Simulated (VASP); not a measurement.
# Tm (Im-3m) in VASP: density of states with LDA+U

Aim: the density of states of Tm with LDA+U.

Everything below comes from runs of VASP 6.6.1. Logs are shortened: lines on timing, memory, paths and dates and some standing lists are left out, and cuts for length are marked.

### 1 The cell of the first run

The structure is cubic, space group Im-3m (No. 229). The conventional cell has a = 3.941 Å, b = 3.941 Å, c = 3.941 Å, α = 90.00°, β = 90.00°, γ = 90.00°. Tm (site symmetry m-3m) has 14 Tm at 3.41 to 3.94 Å within 4.5 Å.

### 2 Density of states, LDA+U, non-collinear spin, typed start, spin-orbit coupling

POSCAR

```
Tm
1.0
   -1.9705499473      1.9705499473      1.9705499473
    1.9705499473     -1.9705499473      1.9705499473
    1.9705499473      1.9705499473     -1.9705499473
Tm
1
Direct
    0.0000000000      0.0000000000      0.0000000000
```

INCAR.step1

```
PREC = Accurate
ENCUT = 520
EDIFF = 1E-6
ISMEAR = -5
SIGMA = 0.1
LREAL = False
LASPH = True
NELM = 150
ALGO = Normal
ISIF = 2
LWAVE = False
LCHARG = True
MAGMOM = 0 0 2
LSORBIT = True
GGA_COMPAT = False
LORBMOM = True
LMAXMIX = 6
LDAU = True
LDAUTYPE = 2
LDAUL = 3
LDAUU = 4
LDAUJ = 0
LDAUPRINT = 1
GGA = CA
NBANDS = 34
```

KPOINTS.step1

```
regular mesh
0
Gamma
  10 10 10
```

INCAR.step2

```
PREC = Accurate
ENCUT = 520
EDIFF = 1E-6
ISMEAR = -5
SIGMA = 0.1
LREAL = False
LASPH = True
NELM = 150
ALGO = Normal
ISIF = 2
LWAVE = False
LCHARG = False
MAGMOM = 0 0 2
LORBIT = 11
LSORBIT = True
GGA_COMPAT = False
LORBMOM = True
LMAXMIX = 6
LDAU = True
LDAUTYPE = 2
LDAUL = 3
LDAUU = 4
LDAUJ = 0
LDAUPRINT = 1
GGA = CA
NEDOS = 1001
ICHARG = 11
```

KPOINTS.step2

```
regular mesh
0
Gamma
  15 15 15
```

Potentials or basis: VASP PAW PBE potentials, release 64 (Tm).

Launch:

```sh
$ cat potpaw_PBE.64/Tm/POTCAR > POTCAR
$ cp INCAR.step1 INCAR
$ cp KPOINTS.step1 KPOINTS
$ mpirun -np 1 vasp_ncl > vasp.out
$ cp INCAR.step2 INCAR
$ cp KPOINTS.step2 KPOINTS
$ mpirun -np 1 vasp_ncl > vasp.out
```

OUTCAR:

```text
PREC = Accurate
   ENCUT = 520
   EDIFF = 1E-6
   ISMEAR = -5
   LREAL = False
   LASPH = True
   NELM = 150
   ISIF = 2
   LORBIT = 11
   LSORBIT = True
   GGA = CA
   ICHARG = 11

 ion  position               nearest neighbor table
   1  0.000  0.000  0.000-

  LATTYP: Found a body centered cubic cell.
 ALAT       =     3.9410998946

  Lattice vectors:

 A1 = (  -1.9705499473,   1.9705499473,   1.9705499473)
 A2 = (   1.9705499473,  -1.9705499473,   1.9705499473)
 A3 = (   1.9705499473,   1.9705499473,  -1.9705499473)

Analysis of symmetry for initial positions (statically):
=====================================================================
 Subroutine PRICEL returns:
 Original cell was already a primitive cell.

 Routine SETGRP: Setting up the symmetry group for a
 body centered cubic supercell.

 Subroutine GETGRP returns: Found 48 space group operations
[... 9 lines left out ...]

 Routine SETGRP: Setting up the symmetry group for a
 body centered cubic supercell.

 Subroutine GETGRP returns: Found 48 space group operations
 (whereof 48 operations were pure point group operations)
 out of a pool of 48 trial point group operations.

The dynamic configuration has the point symmetry O_h .

Analysis of structural, dynamic, and magnetic symmetry:
=====================================================================
 Subroutine PRICEL returns:
 Original cell was already a primitive cell.

 Routine SETGRP: Setting up the symmetry group for a
 body centered cubic supercell.

 Subroutine GETGRP returns: Found  8 space group operations
 (whereof  8 operations were pure point group operations)
 out of a pool of 48 trial point group operations.

The overall configuration has the point symmetry C_4h.

 Subroutine INISYM returns: Found  8 space group operations
 (whereof  8 operations are pure point group operations),
 and found     1 'primitive' translations

----------------------------------------------------------------------------------------

                                     Primitive cell

  volume of cell :      30.6071

  direct lattice vectors                    reciprocal lattice vectors
    -1.970549947  1.970549947  1.970549947     0.000000000  0.253736273  0.253736273
     1.970549947 -1.970549947  1.970549947     0.253736273  0.000000000  0.253736273
     1.970549947  1.970549947 -1.970549947     0.253736273  0.253736273  0.000000000

  length of vectors
     3.413092628  3.413092628  3.413092628     0.358837279  0.358837279  0.358837279

  position of ions in fractional coordinates (direct lattice)
     0.000000000  0.000000000  0.000000000

  ion indices of the primitive-cell ions
   primitive index   ion index
                 1           1

----------------------------------------------------------------------------------------

 KPOINTS: regular mesh
[... 160 lines left out ...]
  o =  0.9604  v =  0.2536  0.0000 -0.4021  0.0000  0.0000 -0.0000  0.0000  0.0000 -0.0000 -0.0000  0.0001  0.0000  0.0000  0.0000      0.0000  0.0000 -0.0000 -0.0000 -0.4021 -0.0000 -0.2536 -0.0000  0.0000  0.0000 -0.7403 -0.0000  0.0000  0.0000
  o =  0.9689  v = -0.1091  0.0000  0.5518  0.0000 -0.0002  0.0000  0.0000  0.0000 -0.4143  0.0000 -0.0000 -0.0000  0.0003 -0.0000      0.0000  0.0000 -0.0002  0.0000 -0.5518 -0.0000 -0.1090 -0.0000  0.0001  0.0000  0.0000  0.0000  0.4423  0.0000
  o =  0.9757  v = -0.0000 -0.0000  0.0000  0.5003  0.0000  0.0001 -0.0000  0.0469  0.0000  0.0478 -0.0000 -0.4339  0.0000  0.4250      0.0000  0.0000  0.0000  0.0551  0.0000  0.0000  0.0000 -0.4250  0.0000 -0.4339 -0.0000 -0.0478 -0.0000  0.0469
  o =  0.9790  v =  0.6461  0.0000  0.0366  0.0000 -0.0000  0.0000  0.0000 -0.0000 -0.0000  0.0000 -0.0000 -0.0000  0.0000  0.0000      0.0000  0.0000  0.0000  0.0000  0.0366 -0.0000 -0.6461 -0.0000 -0.0000 -0.0000  0.4029 -0.0000  0.0000  0.0000
  o =  0.9795  v =  0.0000 -0.2140  0.0000  0.0000  0.0000 -0.6050  0.0000  0.1984 -0.0000  0.0067 -0.0000 -0.0117  0.0000  0.3532      0.0000 -0.3800  0.0000 -0.0000  0.0000  0.3395 -0.0000  0.3532  0.0000  0.0117  0.0000  0.0067  0.0000 -0.1984
  o =  0.9868  v =  0.1087 -0.0000 -0.4137 -0.0000 -0.0031 -0.0000 -0.0000 -0.0000 -0.5994 -0.0000 -0.0000 -0.0000 -0.0038 -0.0000      0.0000  0.0000 -0.0031  0.0000  0.4135 -0.0000  0.1088 -0.0000 -0.0039 -0.0000  0.0001  0.0000  0.5243  0.0000
  o =  0.9881  v =  0.0000 -0.0001  0.0000  0.8057 -0.0000 -0.0008  0.0000  0.0066 -0.0000  0.0462  0.0000  0.4072 -0.0000 -0.0598      0.0000 -0.0009  0.0000 -0.0914  0.0000  0.0001 -0.0000  0.0576 -0.0000  0.4068 -0.0000 -0.0462 -0.0000  0.0068
  o =  0.9883  v = -0.1349  0.0000 -0.5804  0.0000  0.0001  0.0000 -0.0000  0.0000  0.0001  0.0000 -0.0001 -0.0000  0.0000  0.0000      0.0000  0.0000 -0.0001 -0.0000 -0.5806 -0.0000  0.1350  0.0000  0.0000  0.0000  0.5382  0.0000 -0.0001 -0.0000
  o =  0.9883  v = -0.0000 -0.2018 -0.0000 -0.0014  0.0000 -0.3644 -0.0000 -0.2955  0.0000 -0.0572 -0.0000  0.0936  0.0000 -0.4854      0.0000 -0.3281 -0.0000  0.0008 -0.0000  0.2204  0.0000 -0.4856 -0.0000 -0.0950  0.0000 -0.0563 -0.0000  0.2954
  o =  0.9894  v = -0.6584  0.0000 -0.1558  0.0000 -0.0005  0.0000  0.0000 -0.0000  0.1774 -0.0000  0.0000  0.0000 -0.0007  0.0000      0.0000  0.0000 -0.0005 -0.0000  0.1557  0.0000 -0.6584  0.0000 -0.0006  0.0000  0.0001 -0.0000  0.2302  0.0000
  o =  0.9900  v =  0.0000  0.7427  0.0000  0.0000 -0.0000 -0.1766  0.0000 -0.0228 -0.0000 -0.2088  0.0000  0.0732 -0.0000 -0.0091      0.0000  0.2582  0.0000 -0.0001 -0.0000  0.5014  0.0000 -0.0091 -0.0000 -0.0732  0.0000 -0.2089 -0.0000  0.0228

 number of electron      22.9999991 magnetization       0.0000000     -0.0000000      0.8770651

 Free energy of the ion-electron system (eV)
  ---------------------------------------------------
  ext. energy  EPLUGINS =         0.00000000
  ---------------------------------------------------
  free energy    TOTEN  =        -4.95144943 eV

  energy without entropy =       -4.95144943  energy(sigma->0) =       -4.95144943

 E-fermi :   1.8004     XC(G=0): -10.4819

 val. band max:        1.8808205511   @ k =  -0.3333  -0.4000   0.0667
 cond. band min:       1.7686746117   @ k =  -0.4667  -0.4667   0.2667
 fundamental gap:     -0.1121459394
 Fermi energy:         1.8004428785

 k-point     1 :       0.0000    0.0000    0.0000
  band No.  band energies     occupation
      1     -47.3504      1.00000
      2     -47.0025      1.00000
      3     -24.3090      1.00000
      4     -24.1262      1.00000
      5     -18.9863      1.00000
      6     -18.9171      1.00000
[... 829 lines left out ...]
     31       6.5046      0.00000
     32       6.6413      0.00000

 [... further k-points ...]
[... 5 lines left out ...]
  --------------------------------------------------------------------------------------
  -------------------------------------------------------------------------------------
  Total       -0.7809747     -0.7809747     -0.9049854     -0.0000003      0.0000000      0.0000000
  in kB      -40.8813492    -40.8813492    -47.3728851     -0.0000135      0.0000000      0.0000000
  external PRESSURE =     -43.0451945 kB  Pullay stress =       0.0000000 kB

 VOLUME and BASIS-vectors are now :
 -----------------------------------------------------------------------------
  energy-cutoff  :      520.00
  volume of cell :       30.61
      direct lattice vectors                 reciprocal lattice vectors
    -1.970549947  1.970549947  1.970549947     0.000000000  0.253736273  0.253736273
     1.970549947 -1.970549947  1.970549947     0.253736273  0.000000000  0.253736273
     1.970549947  1.970549947 -1.970549947     0.253736273  0.253736273  0.000000000

 POSITION                                       TOTAL-FORCE (eV/Angst)
 -----------------------------------------------------------------------------------
      0.00000      0.00000      0.00000         0.000000     -0.000000      0.000000
 -----------------------------------------------------------------------------------
    total drift:                                0.000000     -0.000000      0.000000

  FREE ENERGIE OF THE ION-ELECTRON SYSTEM (eV)
  ---------------------------------------------------
  free  energy   TOTEN  =        -4.9514494322 eV

  energy  without entropy=       -4.9514494322  energy(sigma->0) =       -4.95144943

 orbital moment (x)

 # of ion     p       d       f       tot
 ------------------------------------------------
  1         0.000   0.000   0.000   0.000
 ------------------------------------------------
            0.000   0.000   0.000   0.000

 orbital moment (y)

 # of ion     p       d       f       tot
 ------------------------------------------------
  1         0.000  -0.000  -0.000   0.000
 ------------------------------------------------
            0.000  -0.000  -0.000   0.000

 orbital moment (z)

 # of ion     p       d       f       tot
 ------------------------------------------------
  1        -0.004  -0.001   2.086   2.081
 ------------------------------------------------
           -0.004  -0.001   2.086   2.081

 Spin-Orbit-Coupling matrix elements

 Ion:    1  E_soc:     -2.1108518
 l=   1
     0.0000000    -0.2438120    -0.2433222
    -0.2438120     0.0000000    -0.2438120
    -0.2433222    -0.2438120     0.0000000
 l=   2
     0.0000000    -0.0000464     0.0000000    -0.0000464    -0.0006615
    -0.0000464     0.0000000    -0.0005988    -0.0000180    -0.0001503
     0.0000000    -0.0005988     0.0000000    -0.0005988     0.0000000
    -0.0000464    -0.0000180    -0.0005988     0.0000000    -0.0001503
    -0.0006615    -0.0001503     0.0000000    -0.0001503     0.0000000
 l=   3
     0.0000000    -0.0305065     0.0000000     0.0000000     0.0000000    -0.0312536     0.0042177
    -0.0305065     0.0000000    -0.0022542     0.0000000    -0.0022542    -0.1582112    -0.0305065
     0.0000000    -0.0022542     0.0000000    -0.0118231    -0.0022009    -0.0071701     0.0000000
     0.0000000     0.0000000    -0.0118231     0.0000000    -0.0118231     0.0000000     0.0000000
     0.0000000    -0.0022542    -0.0022009    -0.0118231     0.0000000    -0.0071701     0.0000000
    -0.0312536    -0.1582112    -0.0071701     0.0000000    -0.0071701     0.0000000    -0.0312536
     0.0042177    -0.0305065     0.0000000     0.0000000     0.0000000    -0.0312536     0.0000000

 total charge

# of ion       s       p       d       f       tot
--------------------------------------------------
    1        2.216   6.026   0.325  12.692  21.259

 magnetization (x)

# of ion       s       p       d       f       tot
--------------------------------------------------
    1        0.000   0.000   0.000   0.000   0.000

 magnetization (y)

# of ion       s       p       d       f       tot
--------------------------------------------------
    1       -0.000  -0.000   0.000   0.000  -0.000

 magnetization (z)

# of ion       s       p       d       f       tot
--------------------------------------------------
    1        0.002  -0.010   0.001   0.874   0.866
```

It took 74 min on 1 thread of Intel Xeon Platinum 8259CL at 2.50GHz (Skylake/Cascade Lake), shared host; peak memory 0.71 GiB.

What came out:

```
Net moment                                            : 0.88 μB per cell
Valence electrons inside the program's atomic spheres : Tm 21.26
```

Moments on the atoms (μB; x, y, z):
```
Tm  0.00 0.00 0.87
```

Caveat: the magnetic or orbital state may not be the lowest; the PAW data sets were made with another functional, which shifts forces and pressure a little. The state reached can hang on the start; a lower one may exist.
